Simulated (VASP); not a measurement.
# Co (P6_3/mmc) in VASP: single point with PBEsol+D4

Aim: the single point of Co with PBEsol+D4.

Everything below comes from runs of VASP 6.6.1. Logs are shortened: lines on timing, memory, paths and dates and some standing lists are left out, and cuts for length are marked.

**1. The cell of the first run**

The structure is hexagonal, space group P6_3/mmc (No. 194). The conventional cell has a = 2.444 Å, b = 2.444 Å, c = 3.948 Å, α = 90.00°, β = 90.00°, γ = 120.00°. Co (site symmetry -6m2) has 12 Co at 2.43 to 2.44 Å within 3.2 Å.

**2. Single point, PBEsol+D4, collinear spin, ferromagnetic start**

Contents of INCAR:

```
PREC = Accurate
ENCUT = 600
EDIFF = 1E-6
ISMEAR = 0
SIGMA = 0.1
LREAL = False
LASPH = True
NELM = 200
ALGO = Normal
ISIF = 2
LWAVE = False
LCHARG = False
ISPIN = 2
MAGMOM = 1.73 1.73
LORBIT = 11
LMAXMIX = 4
GGA = PS
IVDW = 13
NBANDS = 20
GGA_COMPAT = False
```

Contents of KPOINTS:

```
Automatic mesh
0
Gamma
  21 21 10
```

Contents of POSCAR:

```
Co
1.0
    2.4443516605      0.0000000000      0.0000000000
   -1.2221758302      2.1168706338      0.0000000000
    0.0000000000      0.0000000000      3.9481322424
Co
2
Direct
    0.3333333333      0.6666666667      0.2500000000
    0.6666666667      0.3333333333      0.7500000000
```

Potentials or basis: VASP PAW PBE potentials, release 64 (Co).

Started as:

```console
$ cat potpaw_PBE.64/Co/POTCAR > POTCAR
$ mpirun -np 1 vasp_std > vasp.out
```

OUTCAR:

```text
PREC = Accurate
   ENCUT = 600
   EDIFF = 1E-6
   ISMEAR = 0
   LREAL = False
   LASPH = True
   NELM = 200
   ISIF = 2
   ISPIN = 2
   LORBIT = 11
   GGA = PS
   IVDW = 13

 ion  position               nearest neighbor table
   1  0.333  0.667  0.250-   2 2.43   2 2.43   2 2.43   2 2.43   2 2.43   2 2.43
   2  0.667  0.333  0.750-   1 2.43   1 2.43   1 2.43   1 2.43   1 2.43   1 2.43

  LATTYP: Found a hexagonal cell.
 ALAT       =     2.4443516605
 C/A-ratio  =     1.6152063168

  Lattice vectors:

 A1 = (   2.4443516605,   0.0000000000,   0.0000000000)
 A2 = (  -1.2221758302,   2.1168706338,   0.0000000000)
 A3 = (   0.0000000000,   0.0000000000,   3.9481322424)

Analysis of symmetry for initial positions (statically):
=====================================================================
 Subroutine PRICEL returns:
 Original cell was already a primitive cell.

 Routine SETGRP: Setting up the symmetry group for a
 hexagonal supercell.

 Subroutine GETGRP returns: Found 24 space group operations
 (whereof 12 operations were pure point group operations)
 out of a pool of 24 trial point group operations.

The static configuration has the point symmetry D_3d.
 The point group associated with its full space group is D_6h.

Analysis of symmetry for dynamics (positions and initial velocities):
=====================================================================
 Subroutine PRICEL returns:
 Original cell was already a primitive cell.

 Routine SETGRP: Setting up the symmetry group for a
 hexagonal supercell.

 Subroutine GETGRP returns: Found 24 space group operations
 (whereof 12 operations were pure point group operations)
 out of a pool of 24 trial point group operations.

The dynamic configuration has the point symmetry D_3d.
 The point group associated with its full space group is D_6h.

Analysis of structural, dynamic, and magnetic symmetry:
=====================================================================
 Subroutine PRICEL returns:
 Original cell was already a primitive cell.

 Routine SETGRP: Setting up the symmetry group for a
 hexagonal supercell.

 Subroutine GETGRP returns: Found 24 space group operations
 (whereof 12 operations were pure point group operations)
 out of a pool of 24 trial point group operations.

The overall configuration has the point symmetry D_3d.
 The point group associated with its full space group is D_6h.

 Subroutine INISYM returns: Found 24 space group operations
 (whereof 12 operations are pure point group operations),
 and found     1 'primitive' translations

----------------------------------------------------------------------------------------

                                     Primitive cell

  volume of cell :      20.4291

  direct lattice vectors                    reciprocal lattice vectors
     2.444351661  0.000000000  0.000000000     0.409106438  0.236197712  0.000000000
    -1.222175830  2.116870634  0.000000000     0.000000000  0.472395424  0.000000000
     0.000000000  0.000000000  3.948132242     0.000000000  0.000000000  0.253284322

  length of vectors
     2.444351661  2.444351660  3.948132242     0.472395424  0.472395424  0.253284322

  position of ions in fractional coordinates (direct lattice)
     0.333333333  0.666666667  0.250000000
     0.666666667  0.333333333  0.750000000

  ion indices of the primitive-cell ions
   primitive index   ion index
                 1           1
                 2           2

----------------------------------------------------------------------------------------

 KPOINTS: Automatic mesh

Automatic generation of k-mesh.
 Grid dimensions read from file:
 generate k-points for:   21   21   10

 Generating k-lattice:

  Cartesian coordinates                     Fractional coordinates (reciprocal lattice)
     0.019481259  0.011247510  0.000000000     0.047619048  0.000000000  0.000000000
     0.000000000  0.022495020  0.000000000     0.000000000  0.047619048  0.000000000
     0.000000000  0.000000000  0.025328432     0.000000000  0.000000000  0.100000000

  Length of vectors
     0.022495020  0.022495020  0.025328432

  Shift w.r.t. Gamma in fractional coordinates (k-lattice)
     0.000000000  0.000000000  0.000000000

 Subroutine IBZKPT returns following result:
 ===========================================

 Found    288 irreducible k-points:

 Following reciprocal coordinates:
            Coordinates               Weight
  0.000000  0.000000  0.000000      1.000000
  0.047619  0.000000  0.000000      6.000000
  0.095238  0.000000  0.000000      6.000000
  0.142857  0.000000  0.000000      6.000000
  0.190476  0.000000  0.000000      6.000000
  0.238095  0.000000  0.000000      6.000000
[... 16 lines left out ...]
  0.142857  0.095238  0.000000     12.000000
  0.190476  0.095238  0.000000     12.000000
 [... further k-points ...]
   k-points           NKPTS =    288   k-points in BZ     NKDIM =    288   number of bands    NBANDS=     20
   number of dos      NEDOS =    301   number of ions     NIONS =      2
   total plane-waves  NPLWV =  12800
   dimension x,y,z NGX =    20 NGY =   20 NGZ =   32
   dimension x,y,z NGXF=    40 NGYF=   40 NGZF=   64
   ions per type =               2
   NGX,Y,Z   is equivalent  to a cutoff of  13.60, 13.60, 13.47 a.u.
   NGXF,Y,Z  is equivalent  to a cutoff of  27.20, 27.20, 26.95 a.u.
 SYSTEM =  unknown system
   PREC   = accura    normal or accurate (medium, high low for compatibility)
   ISTART =      0    job   : 0-new  1-cont  2-samecut
   ICHARG =      2    charge: 1-file 2-atom 10-const
   ISPIN  =      2    spin polarized calculation?
   LNONCOLLINEAR =      F non collinear calculations
   LSORBIT =      F    spin-orbit coupling
   LASPH  =      T    aspherical Exc in radial PAW
   ENCUT  =  600.0 eV  44.10 Ry    6.64 a.u.   4.88  4.88  7.89*2*pi/ulx,y,z
   NELM   =    200;   NELMIN=  2; NELMDL= -5     # of ELM steps
   EDIFF  = 0.1E-05   stopping-criterion for ELM
   LREAL  =      F    real-space projection
   EDIFFG = 0.1E-04   stopping-criterion for IOM
   NSW    =      0    number of steps for IOM
   IBRION =     -1    ionic relax: 0-MD 1-quasi-New 2-CG
   NFREE  =      0    steps in history (QN), initial steepest desc. (CG)
   ISIF   =      2    stress and relaxation
   ISYM   =      2    0-nonsym 1-usesym 2-fastsym
   POTIM  = 0.5000    time-step for ionic-motion
   TEBEG  =    0.0;   TEEND  =   0.0 temperature during run
   PSTRESS=    0.0 pullay stress
   NELECT =      18.0000    total number of electrons
   NUPDOWN=      -1.0000    fix difference up-down
   EMIN   =  10.00;   EMAX   =-10.00  energy-range for DOS
   EFERMI =   0.00;   METHOD = LEGACY
   ISMEAR =     0;   SIGMA  =   0.10  broadening in eV -4-tet -1-fermi 0-gaus
   EFERMI_NEDOS =   21; number of points for ismear=-14 and -15
   IALGO  =     38    algorithm
   IMIX   =      4    mixing-type and parameters
     AMIX     =   0.40;   BMIX     =  1.00
     AMIX_MAG =   1.60;   BMIX_MAG =  1.00
  volume/ion in A,a.u.               =      10.21        68.93
  Fermi-wavevector in a.u.,A,eV,Ry     =   1.569456  2.965841 33.513757  2.463192
  Thomas-Fermi vector in A             =   2.671336
   LORBIT       =     11    0 simple, 1 ext, 2 COOP (PROOUT), +10 PAW based schemes
   GGA     = PS    functional components
   LHFCALC =     F    Hartree Fock is set to
   AEXX    =    0.0000 exact exchange contribution
   IVDW    =    13    specifies the selected vdW correction
   LEPSILON=     F    determine dielectric tensor
   LRPA    =     F    only Hartree local field effects (RPA)
 spin polarized calculation
 Gauss-broadening in eV      SIGMA  =   0.10
  energy-cutoff  :      600.00
  volume of cell :       20.43
 maximum number of plane-waves:       705
 NGX is ok and might be reduce to    20
   NGX =  9   NGY =  9   NGZ = 15

 number of electron      18.0000003 magnetization       3.0907263

 Free energy of the ion-electron system (eV)
  ---------------------------------------------------
  ext. energy  EPLUGINS =         0.00000000
  ---------------------------------------------------
  free energy    TOTEN  =       -15.47540057 eV

  energy without entropy =      -15.46736694  energy(sigma->0) =      -15.47138375

 E-fermi :  10.9394     XC(G=0): -13.9396

 val. band max:       10.9388010520   @ k =   0.0476   0.0476   0.2000
 cond. band min:      10.9397986839   @ k =   0.0952   0.0476   0.2000
 fundamental gap:      0.0009976320
 Fermi energy:        10.9393825261

 spin component 1

 k-point     1 :       0.0000    0.0000    0.0000
  band No.  band energies     occupation
      1       1.6184      1.00000
      2       5.5173      1.00000
      3       8.2833      1.00000
      4       8.3009      1.00000
      5       8.3009      1.00000
      6       8.6506      1.00000
[... 12 lines left out ...]
     19      37.8255      0.00000
     20      37.8255      0.00000
[... 507 lines left out ...]
 k-point    24 :       0.1905    0.0952    0.0000
  band No.  band energies     occupation
      1       3.7586      1.00000
      2       6.4662      1.00000
      3       7.2906      1.00000
      4       7.3932      1.00000
      5       8.3297      1.00000
      6       8.3695      1.00000
[... 12 lines left out ...]
     19      36.9284      0.00000
     20      38.2099      0.00000

 [... further k-points ...]

 spin component 2

 k-point     1 :       0.0000    0.0000    0.0000
  band No.  band energies     occupation
      1       1.6835      1.00000
      2       6.4380      1.00000
      3       9.8402      1.00000
      4       9.8547      1.00000
      5       9.8547      1.00000
      6      10.2575      1.00000
[... 12 lines left out ...]
     19      38.1701      0.00000
     20      38.1701      0.00000
[... 507 lines left out ...]
 k-point    24 :       0.1905    0.0952    0.0000
  band No.  band energies     occupation
      1       3.8638      1.00000
      2       7.5675      1.00000
      3       8.3742      1.00000
      4       8.7246      1.00000
      5       9.8170      1.00000
      6       9.9275      1.00000
[... 12 lines left out ...]
     19      37.1873      0.00000
     20      38.6632      0.00000

 [... further k-points ...]

------------------------ aborting loop because EDIFF is reached ----------------------------------------

  DFT-D4 for vdW energy calculation

  Edisp (eV):   -0.52055

  FORCE on cell =-STRESS in cart. coord.  units (eV):
  Direction    XX          YY          ZZ          XY          YZ          ZX
  --------------------------------------------------------------------------------------
  -------------------------------------------------------------------------------------
  Total      -0.14247    -0.14247    -0.15864    -0.00000    -0.00000     0.00000
  in kB     -11.17364   -11.17364   -12.44166    -0.00000    -0.00000     0.00000
  external pressure =      -11.60 kB  Pullay stress =        0.00 kB

 VOLUME and BASIS-vectors are now :
 -----------------------------------------------------------------------------
  energy-cutoff  :      600.00
  volume of cell :       20.43
      direct lattice vectors                 reciprocal lattice vectors
     2.444351661  0.000000000  0.000000000     0.409106438  0.236197712  0.000000000
    -1.222175830  2.116870634  0.000000000     0.000000000  0.472395424  0.000000000
     0.000000000  0.000000000  3.948132242     0.000000000  0.000000000  0.253284322

 POSITION                                       TOTAL-FORCE (eV/Angst)
 -----------------------------------------------------------------------------------
     -0.00000      1.41125      0.98703        -0.000000      0.000000      0.000000
      1.22218      0.70562      2.96110         0.000000      0.000000      0.000000
 -----------------------------------------------------------------------------------
    total drift:                               -0.000000     -0.000000     -0.000000

  FREE ENERGIE OF THE ION-ELECTRON SYSTEM (eV)
  ---------------------------------------------------
  free  energy   TOTEN  =       -15.9959474130 eV

  energy  without entropy=      -15.9879137832  energy(sigma->0) =      -15.99193060

 total charge

# of ion       s       p       d       tot
------------------------------------------
    1        0.514   0.579   7.302   8.396
    2        0.514   0.579   7.302   8.396
--------------------------------------------------
tot          1.029   1.158  14.605  16.792

 magnetization (x)

# of ion       s       p       d       tot
------------------------------------------
    1       -0.016  -0.053   1.619   1.551
    2       -0.016  -0.053   1.619   1.551
--------------------------------------------------
tot         -0.031  -0.106   3.238   3.101
```

Wall time 7.2 min (1 thread of Intel Xeon 8259CL, shared host); peak memory 0.31 GiB.

What came out:

| Property | Result |
| --- | --- |
| Free energy | -15.9959 eV |
| Pressure | -1.2 GPa |
| Net moment | 3.09 μB per cell |
| Site moments | Co +1.55 μB |
| Valence electrons inside the program's atomic spheres | Co 8.40 |
| Dispersion energy per atom | -0.260 eV |

Levels at points of the mesh, in eV from the Fermi level:
Spin up:
```tsv
k point	band 7	band 8	band 9	band 10	band 11	band 12	band 13	band 14
(0.00, 0.00, 0.00)	-2.29	-1.91	-1.91	-0.69	-0.69	-0.14	6.92	22.42
(0.00, 0.00, 0.50)	-2.71	-2.71	-1.03	-1.03	-1.03	-1.03	15.73	15.73
```
Spin down:
```
           k point  band 3  band 4  band 5  band 6  band 7  band 8  band 9  band 10  band 11  band 12
(0.00, 0.00, 0.00)   -1.10   -1.08   -1.08   -0.68   -0.68   -0.23   -0.23    -0.12     1.11     1.11
(0.00, 0.00, 0.50)   -1.69   -1.69   -1.16   -1.16   -1.16   -1.16    0.74     0.74     0.74     0.74
```

Caveat: the PAW data sets were made with another functional, which shifts forces and pressure a little; pairwise dispersion overbinds metals, which lowers pressure and volume.
